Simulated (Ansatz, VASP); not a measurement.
## One calculation of LuAg3O3, two programs

```xyz
7
Lattice="2.6726 1.5430 4.5912 -2.6726 1.5430 4.5912 0.0000 -3.0860 4.5912" Properties=species:S:1:pos:R:3 pbc="T T T"
Lu    0.0000    0.0000    0.0000
Ag    1.3363    0.7715    2.2956
Ag    0.0000   -1.5430    2.2956
Ag   -1.3363    0.7715    2.2956
O    -1.3363   -0.7715    4.5912
O     0.0000    1.5430    4.5912
O     1.3363   -0.7715    4.5912
```

Change from the starting cell: species swapped into the NbZn3Ga3 type (R-3m, No. 166).

Alike in both runs: task relaxation of cell and atoms; functional PBE; k mesh 3 × 3 × 3; occupations gaussian, width 0.15 eV; no spin polarisation.

```csv
,VASP,Ansatz
version,VASP 6.6.1,Ansatz 0.2.0
potentials or method,"VASP PAW PBE potentials, release 64 (Lu, Ag, O), cutoff 600 eV","scalar-relativistic, plane waves, PAW"
valence electrons in the cell,76,100
```

VASP gave:

```
gap on the k mesh at the Fermi level, each at its own relaxed structure (eV) : none
relaxed volume (Å³/atom)                                                     : 16.69
relaxed length of the cell vector where the two differ most in proportion (Å)              : 6.032
```

Question: Which values does Ansatz return?

Answer: gap on the k mesh at the Fermi level, each at its own relaxed structure (eV): none; relaxed volume (Å³/atom): 16.71; relaxed length of the cell vector where the two differ most in proportion (Å): 6.048.

A gap of «none» marks a metal or a gap that the smearing closes. VASP's potentials hold 76 valence electrons a cell and Ansatz's 100, so a difference there can come from the potentials and not from the codes.

The k mesh is coarse, so the values compare programs but aren't converged. Neither program's run includes spin-orbit coupling.
